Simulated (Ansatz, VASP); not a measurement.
## One calculation of F, two programs

```
F
1.0
     3.28680   -1.77175   -0.25351
     3.28680    1.77175   -0.25351
    -2.50653    0.00000    7.10991
F
4
Direct
  0.08485 0.08485 0.09400
  0.91515 0.91515 0.90600
  0.50157 0.50157 0.59372
  0.49843 0.49843 0.40628
```

Change from the starting cell: volume 20.139 Å^3 an atom, stretch along a over the lengths across it, relative to the relaxed cell 1.0662.

Alike in both runs: task single point; functional PBEsol; k mesh 4 × 4 × 2; occupations gaussian, width 0.05 eV; no spin polarisation.

```csv
,VASP,Ansatz
version,VASP 6.6.1,Ansatz 0.2.0
potentials or method,"VASP PAW PBE potentials, release 64 (F_h), cutoff 1350 eV","scalar-relativistic, plane waves, PAW"
valence electrons in the cell,28,28
```

Ansatz gave:

```
gap on the k mesh at the Fermi level (eV)                     : 3.09
least direct gap on the mesh (eV)                             : 3.17
pressure (GPa)                                                : -0.4
traceless stress, the component that is largest in VASP (GPa) : -0.54
rms of the force components (eV/Å)                            : 0.108
```

Question: Which values does VASP return?

Answer: gap on the k mesh at the Fermi level (eV): 3.08; least direct gap on the mesh (eV): 3.17; pressure (GPa): -0.8; traceless stress, the component that is largest in VASP (GPa): -0.44; rms of the force components (eV/Å): 0.098.

VASP's potentials were made for PBE, not for PBEsol. Atom by atom the forces differ by 0.010 eV/Å (rms over components).

The k mesh is coarse, so the values compare programs but aren't converged.
